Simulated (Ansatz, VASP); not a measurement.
**Two plane-wave programs on ZnSe**

INCAR

```
SYSTEM = ZnSe
PREC = Accurate ; ENCUT = 520
EDIFF = 1E-6 ; ISMEAR = 1
SIGMA = 0.2 ; LREAL = .False.
LASPH = .True. ; NELM = 100
ALGO = Normal ; ISIF = 2
LWAVE = .False. ; LCHARG = .False.
GGA = PE ; NBANDS = 16
```

Contents of KPOINTS:

```
Automatic mesh
0
Gamma
  6 6 6
  0 0 0
```

The input POSCAR:

```
ZnSe
1.0
    0.0000000000      2.8324246788      2.8324246788
    2.8324246788      0.0000000000      2.8324246788
    2.8324246788      2.8324246788      0.0000000000
Zn Se
1 1
Direct
    0.0000000000      0.0000000000      0.0000000000
    0.2500000000      0.2500000000      0.2500000000
```

Input for Ansatz:

```yaml
crystal:
  lattice:
    - [0.0, 2.8324246788, 2.8324246788]
    - [2.8324246788, 0.0, 2.8324246788]
    - [2.8324246788, 2.8324246788, 0.0]
  atoms:
    - { symbol: Zn, position: [0.0, 0.0, 0.0] }
    - { symbol: Se, position: [0.25, 0.25, 0.25] }
kpoints:
  mp_grid: { grid: [6, 6, 6] }
hamiltonian:
  xc: pbe
scf:
  occupations: { method: cold, width: 0.2 }
  n_extra_bands: 4
output:
  forces: true
  stress: true
  eigenvalues: true
```

Alike in both runs: task single point; functional PBE; k mesh 6 × 6 × 6; no spin polarisation.

|  | VASP | Ansatz |
| --- | --- | --- |
| version | VASP 6.6.1 | Ansatz 0.2.0 |
| potentials or method | VASP PAW PBE potentials, release 64 (Zn, Se) | plane waves |
| plane-wave cutoff (eV) | 520 | 420 |
| occupations | methfessel-paxton of order 1, width 0.2 eV | cold, width 0.2 eV |
| valence electrons in the cell | 18 | 28 |

Ansatz gave:

| Property | Result |
| --- | --- |
| gap on the k mesh at the Fermi level (eV) | 1.29 |
| pressure (GPa) | 2.2 |

Problem. Which values does VASP return?

Solution. gap on the k mesh at the Fermi level (eV): 1.29; pressure (GPa): 2.5.

VASP's potentials hold 18 valence electrons a cell and Ansatz's 28, so a difference there can come from the potentials and not from the codes.
